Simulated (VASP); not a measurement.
Set up this calculation in VASP 6.6.1, as the native input.

- Task: relaxation of cell and atoms
- Functional: PBE
- Potentials or basis: VASP PAW PBE potentials, release 64 (Ti_sv, B)
- Cutoff: 600 eV
- k mesh: 16 × 16 × 16
- Occupations: gaussian, width 0.1 eV
- Spin: no spin polarisation
- Dipole correction: no
- Further INCAR settings: ALGO = Normal; EDIFF = 1e-07; IBRION = 2; EDIFFG = -0.01; NSW = 100; ISIF = 3

The structure of TiB2 lies in POSCAR:

```
TiB2
1.0
    0.0000000000      2.5436588342      2.5436588342
    2.5436588342      0.0000000000      2.5436588342
    2.5436588342      2.5436588342      0.0000000000
Ti B
1 2
Direct
    0.5000000000      0.5000000000      0.5000000000
    0.2500000000      0.2500000000      0.2500000000
    0.7500000000      0.7500000000      0.7500000000
```

These files were run (other wordings do the same):

INCAR

```
SYSTEM = TiB2
ALGO = Normal ; EDIFF = 1E-7
EDIFFG = -0.01 ; ENCUT = 600
GGA = PE ; IBRION = 2
ISIF = 3 ; ISMEAR = 0
LASPH = .TRUE. ; LCHARG = .FALSE.
LREAL = .FALSE. ; LWAVE = .FALSE.
NELM = 60 ; NSW = 100
PREC = Accurate ; SIGMA = 0.1
```

KPOINTS

```
k-points
0
G
  16 16 16
  0 0 0
```

Potentials or basis: VASP PAW PBE potentials, release 64 (Ti_sv, B).

The run is started by

```bash
$ cat potpaw_PBE.64/Ti_sv/POTCAR potpaw_PBE.64/B/POTCAR > POTCAR
$ mpirun -np 1 vasp_std > vasp.out
```

Results of the run:

* Relaxed volume: 11.03 Å³/atom
* Relaxed cell: a = 3.603 Å, b = 3.603 Å, c = 3.603 Å, α = 60.00°, β = 60.00°, γ = 60.00°
* Space group after relaxing (to 0.05 Å): Fm-3m (No. 225)
* Energy gained by relaxing: 0.1 meV/atom
* Ionic steps: 3
* Pressure after relaxing: 0.0 GPa
* Band gap on the k mesh: zero (band 9 reaches 7.82 eV, above the bottom of band 10 at 5.97 eV)

It took 120 s on 1 thread of Intel(R) Xeon(R) 6975P-C (Granite Rapids), on a shared host, peak memory 0.23 GiB.
